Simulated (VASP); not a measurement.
Set up this calculation in VASP 6.6.1, as the native input.

```yaml
Task: single point
Functional: LDA
Potentials_or_basis: VASP PAW LDA potentials, release 64 (Ba_sv, Sb_d_GW, P)
Cutoff: 500 eV
k_mesh: 7 × 7 × 7
Occupations: fermi-dirac, width 0.1 eV
Spin: no spin polarisation
Dipole_correction: no
Further_INCAR_settings: ALGO = Normal; EDIFF = 1e-06; NBANDS = 33
```

The structure of Ba3SbP lies in POSCAR:

```
Ba3SbP
1.0
    6.1131770000      0.0000000000      0.0000000000
    0.0000000000      6.1131770000      0.0000000000
    0.0000000000      0.0000000000      6.1131770000
Ba Sb P
3 1 1
Direct
    0.5000000000      0.5000000000      0.0000000000
    0.5000000000      0.0000000000      0.5000000000
    0.0000000000      0.5000000000      0.5000000000
    0.0000000000      0.0000000000      0.0000000000
    0.5000000000      0.5000000000      0.5000000000
```

One way to write it, as run:

INCAR

```
ALGO     = Normal         # electronic algorithm
EDIFF    = 1E-6           # SCF threshold, eV
ENCUT    = 500            # plane-wave cutoff, eV
GGA_COMPAT= F            
ISIF     = 2              # what is computed and relaxed
ISMEAR   = -1             # smearing method
LASPH    = T              # aspherical terms in the spheres
LCHARG   = F              # write CHGCAR
LREAL    = F              # projectors in reciprocal space
LWAVE    = F              # write WAVECAR
NBANDS   = 33             # bands
NELM     = 120            # most SCF steps
PREC     = Accurate       # precision mode
SIGMA    = 0.1            # smearing width, eV
```

KPOINTS

```
k-points
0
Gamma
  7 7 7
```

Potentials or basis: VASP PAW LDA potentials, release 64 (Ba_sv, Sb_d_GW, P).

The run is started by

```console
$ cat potpaw_LDA.64/Ba_sv/POTCAR potpaw_LDA.64/Sb_d_GW/POTCAR potpaw_LDA.64/P/POTCAR > POTCAR
$ mpirun -np 1 vasp_std > vasp.out
```

Results of the run:

| Quantity | Value |
| --- | --- |
| Pressure | -2.0 GPa |
| Band gap on the k mesh | 0.14 eV |

Caveat: spin-orbit coupling is left out, which moves the levels of the heavy elements; an odd mesh through Γ misses points on the zone boundary, where band edges can lie.

Wall time 95 s on 1 thread of Intel(R) Xeon(R) 6975P-C (Granite Rapids), with other jobs on the host, peak memory 0.35 GiB.
